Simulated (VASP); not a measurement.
The system is GaN.

```
CELL_PARAMETERS angstrom
-0.02133 2.25011 2.25011
2.25011 -0.02133 2.25011
2.25011 2.25011 -0.02133
ATOMIC_POSITIONS crystal
Ga 0.99935 0.99935 0.99935
N 0.25065 0.25065 0.25065
```

This cell differs from its parent crystal: epitaxial 111 strain +1.0%.

Base run:

| Property | Result |
| --- | --- |
| Program | VASP 6.6.1 |
| Functional | PBE |
| Potentials or basis | VASP PAW PBE potentials, release 64 (Ga_d, N) |
| Cutoff | 520 eV |
| k mesh | 10 × 10 × 10 |
| Occupations | fermi-dirac, width 0.02 eV |
| Spin | no spin polarisation |

Its results: band gap on the k mesh 1.60 eV, direct; pressure 3.3 GPa; largest force 0.013 eV/Å.

Task: The run is repeated on the same cell with these changes: functional from PBE to r2SCAN; occupations from fermi-dirac, width 0.02 eV to gaussian, width 0.01 eV. What comes out?

Result: Band gap on the k mesh 1.99 eV, direct; pressure -1.9 GPa; largest force 0.008 eV/Å.

Caveats: the PAW data sets were made with another functional, which shifts forces and pressure a little (some runs).

